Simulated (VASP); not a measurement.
# MgSi32 (a cell with a defect) in VASP: further runs

Runs on MgSi32 (a cell with a defect). Level: PBE. Tasks: single point.

Everything below comes from runs of VASP 6.6.1. Logs are shortened: lines on timing, memory, paths and dates and some standing lists are left out, and cuts for length are marked.

### Step 1. The cell of the first run

The cell holds a defect, 33 atoms: a = 9.474 Å, b = 9.474 Å, c = 9.474 Å, α = 109.47°, β = 109.47°, γ = 109.47°.

### Step 2. Single point, PBE (with an interstitial atom, then relaxed in part)

INCAR

```
SYSTEM = MgSi32
PREC = Accurate
ENCUT = 520
EDIFF = 1E-6
ISMEAR = 0
SIGMA = 0.01
LREAL = Auto
LASPH = .TRUE.
NELM = 100
ALGO = Normal
ISIF = 2
LWAVE = .FALSE.
LCHARG = .FALSE.
GGA = PE
NBANDS = 87
KPAR = 4
```

KPOINTS

```
Automatic mesh
0
G
  3 3 3
  0 0 0
```

POSCAR

```
MgSi32
1.0
    5.4700937624     -5.4700937624      5.4700937624
   -5.4700937624      5.4700937624      5.4700937624
   -5.4700937624     -5.4700937624     -5.4700937624
Si Mg
32 1
Direct
    0.2662255997     -0.0000745460      0.0008821464
    0.4991095786     -0.0001285459      0.7484975865
    0.7478832887     -0.0000678190      0.4997884879
    0.0001867957      0.2659405470      0.0009255293
    0.2525138332      0.2522488495      0.7520882226
    0.0001957290     -0.0001422311      0.2668286067
    0.7478856639      0.4988169093      0.0008652261
    0.5012566691      0.2486746707      0.5019800778
    0.7514082135      0.2522434722      0.2531792323
    0.0002008950      0.4987774149      0.7485068493
    0.4991129041      0.7476153504      0.0009106454
    0.2489677390      0.5010024421      0.5019487526
    0.7341860193      0.7339195585      0.7348548222
    0.5012929996      0.5009760270      0.2496064379
    0.0002024518      0.7476039313      0.4998210267
    0.2525225928      0.7511511749      0.2531828905
    0.2536463920     -0.0000795276      0.2542897135
    0.5128091342     -0.0000960583      0.0008328726
    0.7468106060     -0.0000484980      0.7474525854
    0.0001817639      0.2533128650      0.2543350573
    0.2535973341      0.2533380252      0.0008341252
    0.0001885965     -0.0000905213      0.5134665407
    0.7502297013      0.4999365469      0.2508787231
    0.5001942202      0.2498997338      0.7508963451
    0.7501439963      0.2498968763      0.5008406104
    0.0002065594      0.5125139217      0.0008458509
    0.5002068485      0.7499136330      0.2509042062
    0.2502427317      0.4999460358      0.7508800220
    0.7467338182      0.7464568442      0.0008280517
    0.4875764740      0.4872806689      0.4882362363
    0.0002228591      0.7464611165      0.7474832358
    0.2501652576      0.7498870408      0.5008381220
    0.0001981860     -0.0000737149      0.0008540004
```

Potentials or basis: VASP PAW PBE potentials, release 64 (Si, Mg).

Run with:

```
cat potpaw_PBE.64/Si/POTCAR potpaw_PBE.64/Mg/POTCAR > POTCAR
mpirun -np 4 vasp_std > vasp.out
```

OUTCAR:

```text
SYSTEM = MgSi32
   PREC = Accurate
   ENCUT = 520
   EDIFF = 1E-6
   ISMEAR = 0
   LREAL = Auto
   LASPH = .TRUE.
   NELM = 100
   ISIF = 2
   GGA = PE

 ion  position               nearest neighbor table
   1  0.266  1.000  0.001-  18 2.34  17 2.44  31 2.44  21 2.44  33 2.52
   2  0.499  1.000  0.748-  19 2.35  18 2.35  32 2.36  24 2.36
   3  0.748  1.000  0.500-  19 2.35  22 2.35  27 2.36  25 2.36
   4  0.000  0.266  0.001-  26 2.34  19 2.44  20 2.44  21 2.44  33 2.52
   5  0.253  0.252  0.752-  21 2.35  22 2.35  28 2.36  24 2.36
   6  0.000  1.000  0.267-  22 2.34  17 2.44  20 2.44  29 2.44  33 2.52
   7  0.748  0.499  0.001-  29 2.35  26 2.35  24 2.36  23 2.36
   8  0.501  0.249  0.502-  17 2.35  30 2.35  25 2.36  24 2.36
   9  0.751  0.252  0.253-  20 2.35  18 2.35  23 2.36  25 2.36
  10  0.000  0.499  0.749-  31 2.35  26 2.35  28 2.36  25 2.36
  11  0.499  0.748  0.001-  29 2.35  18 2.35  28 2.36  27 2.36
  12  0.249  0.501  0.502-  20 2.35  30 2.35  32 2.36  28 2.36
  13  0.734  0.734  0.735-  30 2.34  29 2.44  19 2.44  31 2.44  33 2.52
  14  0.501  0.501  0.250-  21 2.35  30 2.35  23 2.36  27 2.36
  15  0.000  0.748  0.500-  31 2.35  22 2.35  23 2.36  32 2.36
  16  0.253  0.751  0.253-  17 2.35  26 2.35  27 2.36  32 2.36
  17  0.254  1.000  0.254-   8 2.35  16 2.35   1 2.44   6 2.44  33 2.77
  18  0.513  1.000  0.001-   1 2.34  11 2.35   2 2.35   9 2.35
  19  0.747  1.000  0.747-   3 2.35   2 2.35   4 2.44  13 2.44  33 2.77
  20  0.000  0.253  0.254-  12 2.35   9 2.35   6 2.44   4 2.44  33 2.77
  21  0.254  0.253  0.001-   5 2.35  14 2.35   1 2.44   4 2.44  33 2.77
  22  0.000  1.000  0.513-   6 2.34   3 2.35  15 2.35   5 2.35
  23  0.750  0.500  0.251-   9 2.36  14 2.36   7 2.36  15 2.36
  24  0.500  0.250  0.751-   7 2.36   5 2.36   8 2.36   2 2.36
  25  0.750  0.250  0.501-   8 2.36   3 2.36   9 2.36  10 2.36
  26  0.000  0.513  0.001-   4 2.34  10 2.35   7 2.35  16 2.35
  27  0.500  0.750  0.251-  16 2.36   3 2.36  11 2.36  14 2.36
  28  0.250  0.500  0.751-   5 2.36  11 2.36  12 2.36  10 2.36
  29  0.747  0.746  0.001-  11 2.35   7 2.35  13 2.44   6 2.44  33 2.77
  30  0.488  0.487  0.488-  13 2.34   8 2.35  12 2.35  14 2.35
  31  0.000  0.746  0.747-  10 2.35  15 2.35   1 2.44  13 2.44  33 2.77
  32  0.250  0.750  0.501-  12 2.36  15 2.36  16 2.36   2 2.36
  33  0.000  1.000  0.001-   4 2.52   6 2.52  13 2.52   1 2.52  19 2.77  21 2.77  31 2.77  20 2.77
                            17 2.77  29 2.77

  LATTYP: Found a body centered cubic cell.
 ALAT       =    10.9401875248

  Lattice vectors:

 A1 = (   5.4700937624,  -5.4700937624,   5.4700937624)
 A2 = (  -5.4700937624,   5.4700937624,   5.4700937624)
 A3 = (  -5.4700937624,  -5.4700937624,  -5.4700937624)

Analysis of symmetry for initial positions (statically):
=====================================================================
 Subroutine PRICEL returns:
 Original cell was already a primitive cell.

 Routine SETGRP: Setting up the symmetry group for a
 body centered cubic supercell.

 Subroutine GETGRP returns: Found  1 space group operations
 (whereof  1 operations were pure point group operations)
 out of a pool of 48 trial point group operations.

The static configuration has the point symmetry C_1 .

Analysis of symmetry for dynamics (positions and initial velocities):
=====================================================================
 Subroutine PRICEL returns:
 Original cell was already a primitive cell.

 Routine SETGRP: Setting up the symmetry group for a
 body centered cubic supercell.

 Subroutine GETGRP returns: Found  1 space group operations
 (whereof  1 operations were pure point group operations)
 out of a pool of 48 trial point group operations.

The dynamic configuration has the point symmetry C_1 .

 Subroutine INISYM returns: Found  1 space group operations
 (whereof  1 operations are pure point group operations),
 and found     1 'primitive' translations

----------------------------------------------------------------------------------------

[... 42 lines left out ...]
   NUPDOWN=      -1.0000    fix difference up-down
   EMIN   =  10.00;   EMAX   =-10.00  energy-range for DOS
   EFERMI =   0.00;   METHOD = LEGACY
   ISMEAR =     0;   SIGMA  =   0.01  broadening in eV -4-tet -1-fermi 0-gaus
   EFERMI_NEDOS =   21; number of points for ismear=-14 and -15
   IALGO  =     38    algorithm
   IMIX   =      4    mixing-type and parameters
     AMIX     =   0.40;   BMIX     =  1.00
     AMIX_MAG =   1.60;   BMIX_MAG =  1.00
  volume/ion in A,a.u.               =      19.84       133.88
  Fermi-wavevector in a.u.,A,eV,Ry     =   0.955083  1.804845 12.411014  0.912184
  Thomas-Fermi vector in A             =   2.083889
   LORBIT       =      0    0 simple, 1 ext, 2 COOP (PROOUT), +10 PAW based schemes
   GGA     = PE    functional components
   LHFCALC =     F    Hartree Fock is set to
   AEXX    =    0.0000 exact exchange contribution
   IVDW    =     0    specifies the selected vdW correction
   LEPSILON=     F    determine dielectric tensor
   LRPA    =     F    only Hartree local field effects (RPA)
 non-spin polarized calculation
 Gauss-broadening in eV      SIGMA  =   0.01
  energy-cutoff  :      520.00
  volume of cell :      654.70
 maximum number of plane-waves:     17645
 NGX is ok and might be reduce to    70
   NGX = 35   NGY = 35   NGZ = 35

 number of electron     130.0000003 magnetization

 Free energy of the ion-electron system (eV)
  ---------------------------------------------------
  ext. energy  EPLUGINS =         0.00000000
  ---------------------------------------------------
  free energy    TOTEN  =      -172.95646491 eV

  energy without entropy =     -172.95446767  energy(sigma->0) =     -172.95546629

 E-fermi :   6.7957     XC(G=0):  -9.4533

 val. band max:        6.5163031881   @ k =   0.3333  -0.3333   0.0000
 cond. band min:       6.8003443443   @ k =   0.0000   0.0000   0.3333
 fundamental gap:      0.2840411562
 Fermi energy:         6.7956920521

 k-point     1 :       0.0000    0.0000    0.0000
  band No.  band energies     occupation
      1      -6.1447      2.00000
      2      -4.2918      2.00000
      3      -4.1907      2.00000
      4      -4.1902      2.00000
      5      -4.1901      2.00000
      6      -4.1247      2.00000
[... 69 lines left out ...]
     76       8.0662      0.00000
     77       8.0663      0.00000
[... 1038 lines left out ...]
     76       8.2824      0.00000
     77       8.2826      0.00000
 [bands above 77 left out]

------------------------ aborting loop because EDIFF is reached ----------------------------------------

  FORCE on cell =-STRESS in cart. coord.  units (eV):
  Direction    XX          YY          ZZ          XY          YZ          ZX
  --------------------------------------------------------------------------------------
  -------------------------------------------------------------------------------------
  Total        4.7259076      4.7287047      4.7275321      0.0000079      0.0082247      0.0024802
  in kB       11.5651564     11.5720013     11.5691317      0.0000194      0.0201274      0.0060696
  external PRESSURE =      11.5687631 kB  Pullay stress =       0.0000000 kB

 VOLUME and BASIS-vectors are now :
 -----------------------------------------------------------------------------
  energy-cutoff  :      520.00
  volume of cell :      654.70
      direct lattice vectors                 reciprocal lattice vectors
     5.470093762 -5.470093762  5.470093762     0.000000000 -0.091406111  0.091406111
    -5.470093762  5.470093762  5.470093762    -0.091406111  0.000000000  0.091406111
    -5.470093762 -5.470093762 -5.470093762    -0.091406111 -0.091406111  0.000000000

 POSITION                                       TOTAL-FORCE (eV/Angst)
 -----------------------------------------------------------------------------------
     -4.01823      4.00858      6.92114        -0.000814      0.002155     -0.000644
     -6.83357     -1.35514      4.10521        -0.000957     -0.002137     -0.000283
     -4.11262     -1.35516      6.82682         0.000612     -0.000980      0.000020
     -1.45876      1.44864      1.45068         0.002699     -0.001609      0.000630
     -4.11254     -4.11544     -1.35289         0.000168     -0.000407     -0.001312
     -6.92782      4.00867      4.01081        -0.002727     -0.001276     -0.001637
[... 25 lines left out ...]
     -5.47316     -0.00611      2.73075        -0.001573     -0.000934      0.000302
     -5.47328      5.46393      5.46610         0.000440     -0.001231     -0.000431
 -----------------------------------------------------------------------------------
    total drift:                                0.005784      0.004163      0.003965

  FREE ENERGIE OF THE ION-ELECTRON SYSTEM (eV)
  ---------------------------------------------------
  free  energy   TOTEN  =      -172.9564649053 eV

  energy  without entropy=     -172.9544676734  energy(sigma->0) =     -172.95546629
```

Run time: 9.4 min. Hardware: 4 MPI ranks of Intel Xeon Platinum 8259CL at 2.50GHz (Skylake/Cascade Lake), shared host; peak memory 0.99 GiB.

What came out:

- Free energy: -172.9565 eV
- Pressure: 1.2 GPa
- Largest force: 0.004 eV/Å
- Band gap on the k mesh: zero (bands 65 and 66 overlap by 0.53 eV)

Forces in eV/Å, atoms in the order of the input:
```
Si  -0.001  0.002 -0.001
Si  -0.001 -0.002  0.000
Si   0.001 -0.001  0.000
Si   0.003 -0.002  0.001
Si   0.000  0.000 -0.001
Si  -0.003 -0.001 -0.002
Si   0.000  0.001  0.002
Si   0.001  0.001  0.001
Si   0.002  0.000  0.000
Si  -0.003  0.000  0.001
Si   0.002  0.001  0.002
Si   0.001  0.001  0.000
Si   0.001 -0.001  0.001
Si   0.000  0.001 -0.003
Si  -0.001  0.000 -0.001
Si   0.000  0.002  0.000
Si   0.000 -0.003 -0.001
Si   0.001  0.001  0.003
Si   0.000  0.001 -0.002
Si  -0.002  0.000  0.001
Si  -0.001 -0.002  0.000
Si   0.002  0.002  0.003
Si  -0.001  0.000 -0.001
Si   0.000 -0.001 -0.001
Si  -0.001 -0.002  0.001
Si   0.000  0.003  0.002
Si   0.000 -0.001 -0.001
Si  -0.001  0.000 -0.002
Si   0.000 -0.001 -0.002
Si   0.001  0.003  0.003
Si   0.000  0.001 -0.001
Si  -0.002 -0.001  0.000
Mg   0.000 -0.001  0.000
```

Levels at points of the mesh, in eV from the Fermi level:
```csv
k point,band 62,band 63,band 64,band 65,band 66,band 67,band 68,band 69
"(0.00, 0.00, 0.00)",-1.08,-1.08,-1.08,-0.67,-0.45,-0.45,-0.45,-0.36
```

Caveat: the cell differs from its parent crystal (with an interstitial atom, then relaxed in part).

### Step 3. Single point, PBE (with an interstitial atom, then relaxed in part)

INCAR

```
PREC = Accurate
ENCUT = 520
EDIFF = 1E-7
ISMEAR = 0
SIGMA = 0.01
LREAL = Auto
LASPH = True
NELM = 100
ALGO = Normal
ISIF = 2
LWAVE = False
LCHARG = False
GGA = PE
NELECT = 128.0
NBANDS = 87
KPAR = 4
```

KPOINTS

```
regular mesh
0
Gamma
  3 3 3
```

POSCAR

```
MgSi32
1.0
    5.4700937624     -5.4700937624      5.4700937624
   -5.4700937624      5.4700937624      5.4700937624
   -5.4700937624     -5.4700937624     -5.4700937624
Si Mg
32 1
Direct
    0.2654821373     -0.0002057308      0.0013682956
    0.4986048260     -0.0001896192      0.7493809472
    0.7482965870     -0.0001633462      0.4996978024
    0.0003308251      0.2651124712      0.0014993077
    0.2522855511      0.2518308737      0.7516163759
    0.0002706797     -0.0002569684      0.2664973940
    0.7483343326      0.4981539497      0.0013758428
    0.5020060975      0.2496597943      0.5031078821
    0.7506455668      0.2518570998      0.2534042435
    0.0003152056      0.4980490955      0.7493777125
    0.4986453056      0.7479544243      0.0014464403
    0.2500579530      0.5015913547      0.5030946712
    0.7351673112      0.7346543797      0.7361939281
    0.5019863339      0.5014784509      0.2510055491
    0.0002751355      0.7478982168      0.4997447233
    0.2523296659      0.7501846241      0.2533933669
    0.2543652768     -0.0001056030      0.2553741887
    0.5120222356     -0.0000664097      0.0014113508
    0.7463559191     -0.0001265559      0.7474353395
    0.0003378344      0.2537871660      0.2554261650
    0.2542340614      0.2537768645      0.0013042311
    0.0002788801     -0.0001389877      0.5130123946
    0.7503572722      0.4998590357      0.2513863034
    0.5003299092      0.2498349138      0.7513861455
    0.7502495489      0.2498220627      0.5013760970
    0.0003418244      0.5115856901      0.0014198663
    0.5003055393      0.7498175688      0.2513877404
    0.2503877847      0.4999112017      0.7514187010
    0.7462675141      0.7458286399      0.0013057102
    0.4886579868      0.4882530013      0.4896680104
    0.0003033283      0.7457836712      0.7474295876
    0.2502407129      0.7498437684      0.5013723569
    0.0003395819     -0.0000555881      0.0013818709
```

Potentials or basis: VASP PAW PBE potentials, release 64 (Si, Mg).

Run with:

```
cat potpaw_PBE.64/Si/POTCAR potpaw_PBE.64/Mg/POTCAR > POTCAR
mpirun -np 4 vasp_std > vasp.out
```

Run time: 9.3 min. Hardware: 4 MPI ranks of Intel Xeon Platinum 8259CL at 2.50GHz (Skylake/Cascade Lake), shared host; peak memory 0.99 GiB.

It converged, with:

| Property | Result |
| --- | --- |
| Free energy | -185.9669 eV |
| Largest force | 0.007 eV/Å |

Forces on the atoms (eV/Å):
```
Si   0.002  0.002  0.005
Si   0.001 -0.002  0.003
Si   0.000 -0.002  0.001
Si   0.002  0.005  0.002
Si  -0.001 -0.002 -0.002
Si  -0.001 -0.002  0.000
Si  -0.002  0.003  0.002
Si   0.003  0.001 -0.002
Si   0.002  0.000  0.001
Si  -0.006  0.003  0.003
Si   0.003  0.002  0.003
Si   0.003  0.003 -0.003
Si  -0.001  0.005  0.001
Si   0.001  0.002 -0.002
Si  -0.001 -0.001  0.000
Si  -0.001  0.001  0.000
Si  -0.003 -0.003 -0.003
Si   0.002  0.001 -0.002
Si  -0.002  0.000 -0.001
Si  -0.006 -0.002  0.000
Si  -0.002 -0.002  0.003
Si  -0.001  0.000 -0.001
Si  -0.002  0.001 -0.001
Si   0.000  0.000 -0.002
Si   0.001 -0.001  0.002
Si   0.004 -0.001 -0.001
Si   0.000 -0.002  0.000
Si   0.000  0.000 -0.001
Si  -0.001 -0.003 -0.005
Si  -0.001 -0.001  0.000
Si   0.003 -0.002  0.000
Si   0.000 -0.001  0.003
Mg   0.003 -0.002 -0.003
```

Levels at points of the mesh, in eV from the Fermi level:
```tsv
k point	band 61	band 62	band 63	band 64	band 65	band 66	band 67	band 68
(0.00, 0.00, 0.00)	-1.27	-0.06	-0.06	-0.06	0.38	0.62	0.62	0.62
```

Caveat: the cell carries a net charge on a neutralising background, which shifts energy and pressure; the cell differs from its parent crystal (with an interstitial atom, then relaxed in part); the cell is charged against a uniform background, so pressure and absolute levels hang on convention.

### Step 4. Single point, PBE, collinear spin (with an interstitial atom, then relaxed in part)

INCAR

```
SYSTEM = MgSi32
  PREC = Accurate
  ENCUT = 520
  EDIFF = 1E-6
  ISMEAR = 0
  SIGMA = 0.01
  LREAL = Auto
  LASPH = .True.
  NELM = 150
  ALGO = Normal
  ISIF = 2
  LWAVE = .False.
  LCHARG = .True.
  ISPIN = 2
  MAGMOM = 0.091 0 0 0.091 0 0.091 0 0 0 0 0 0 0.091 0 0 0 0.091 0 0.091 0.091 0.091 0 0 0 0 0 0 0 0.091 0 0.091 0 0.091
  LORBIT = 11
  GGA = PE
  LVHAR = .True.
  NBANDS = 91
  NELECT = 129.0
  KPAR = 4
```

KPOINTS

```
regular mesh
0
Gamma
  3 3 3
  0 0 0
```

POSCAR

```
MgSi32
1.0
    5.4700937624     -5.4700937624      5.4700937624
   -5.4700937624      5.4700937624      5.4700937624
   -5.4700937624     -5.4700937624     -5.4700937624
Si Mg
32 1
Direct
    0.2658804935     -0.0002186565      0.0010528375
    0.4987906254     -0.0002329478      0.7490824043
    0.7481466881     -0.0001752126      0.4995834105
    0.0002909106      0.2656204610      0.0012863359
    0.2523173208      0.2518848021      0.7516511268
    0.0001952240     -0.0002720568      0.2666555860
    0.7482420264      0.4983895422      0.0010994959
    0.5017625259      0.2494738246      0.5026600315
    0.7508924693      0.2519759984      0.2531905361
    0.0002529020      0.4982909591      0.7491502657
    0.4987459236      0.7479595594      0.0011969765
    0.2497420842      0.5014832571      0.5026646523
    0.7345603535      0.7340981223      0.7353544501
    0.5017340126      0.5012147005      0.2504831814
    0.0002346318      0.7480136251      0.4997653101
    0.2523016598      0.7504862728      0.2531482966
    0.2541861206     -0.0000108147      0.2548713233
    0.5124794808      0.0000260644      0.0012174185
    0.7465283669     -0.0001537060      0.7473546829
    0.0003456617      0.2536625346      0.2550274164
    0.2539862456      0.2535750222      0.0010558437
    0.0002311067      0.0000161488      0.5132222897
    0.7503937348      0.4999889819      0.2511817809
    0.5002900083      0.2498091903      0.7511263587
    0.7502085904      0.2498728410      0.5011278538
    0.0003026866      0.5120859907      0.0012152441
    0.5002068625      0.7497578558      0.2511277243
    0.2502920622      0.4998842416      0.7511569435
    0.7463405222      0.7460274814      0.0009578329
    0.4880211035      0.4877694550      0.4888843305
    0.0002160318      0.7459733937      0.7474095945
    0.2501309747      0.7499165341      0.5010868835
    0.0002076773     -0.0000776139      0.0010832719
```

Run with:

```
cat potpaw_PBE.64/Si/POTCAR potpaw_PBE.64/Mg/POTCAR > POTCAR
mpirun -np 4 vasp_std > vasp.out
```

Run time: 19 min. Hardware: 4 MPI ranks of Intel Xeon Platinum 8259CL at 2.50GHz (Skylake/Cascade Lake), shared host; peak memory 1.7 GiB.

It converged, with:

| Quantity | Value |
| --- | --- |
| Free energy | -179.5518 eV |
| Largest force | 0.011 eV/Å |
| Net moment | -0.03 μB per cell |
| Valence electrons inside the program's atomic spheres | Si 1.67, 1.68, 1.66 (each value once); Mg 0.43 |

Forces in eV/Å, atoms in the order of the input:
```
Si  -0.003  0.005  0.000
Si  -0.003 -0.002  0.003
Si  -0.002 -0.004  0.001
Si   0.008  0.003  0.001
Si  -0.001  0.001 -0.002
Si   0.002 -0.001  0.006
Si  -0.003  0.003  0.003
Si   0.002  0.004 -0.002
Si  -0.001  0.000  0.000
Si  -0.001  0.002  0.001
Si   0.006  0.000  0.003
Si   0.004  0.002 -0.003
Si  -0.007 -0.002  0.006
Si  -0.002  0.002 -0.002
Si  -0.003 -0.001  0.000
Si  -0.002  0.002  0.000
Si  -0.005  0.000 -0.009
Si   0.006  0.003 -0.001
Si  -0.003 -0.001  0.000
Si   0.000  0.000 -0.001
Si  -0.003  0.000 -0.001
Si   0.004 -0.003 -0.004
Si   0.000  0.000 -0.004
Si   0.001 -0.002 -0.001
Si   0.001 -0.001  0.001
Si   0.005  0.001 -0.002
Si   0.001 -0.001  0.001
Si  -0.003 -0.001  0.001
Si  -0.002 -0.005 -0.003
Si   0.002 -0.002  0.001
Si   0.002  0.002  0.005
Si   0.000 -0.004  0.002
Mg   0.004 -0.003 -0.002
```

Levels at points of the mesh, in eV from the Fermi level:
Spin up:
```
           k point  band 62  band 63  band 64  band 65  band 66  band 67
(0.00, 0.00, 0.00)    -0.81    -0.81    -0.81    -0.38    -0.16    -0.16
```
Spin down:
| k point | band 61 | band 62 | band 63 | band 64 | band 65 | band 66 | band 67 | band 68 |
| --- | --- | --- | --- | --- | --- | --- | --- | --- |
| (0.00, 0.00, 0.00) | -2.03 | -0.81 | -0.81 | -0.81 | -0.38 | -0.16 | -0.16 | -0.16 |

Caveat: the cell carries a net charge on a neutralising background, which shifts energy and pressure; the cell differs from its parent crystal (with an interstitial atom, then relaxed in part); the cell is charged against a uniform background, so pressure and absolute levels hang on convention.

The gap in the log of VASP goes by the Fermi energy; the results here count the filled bands.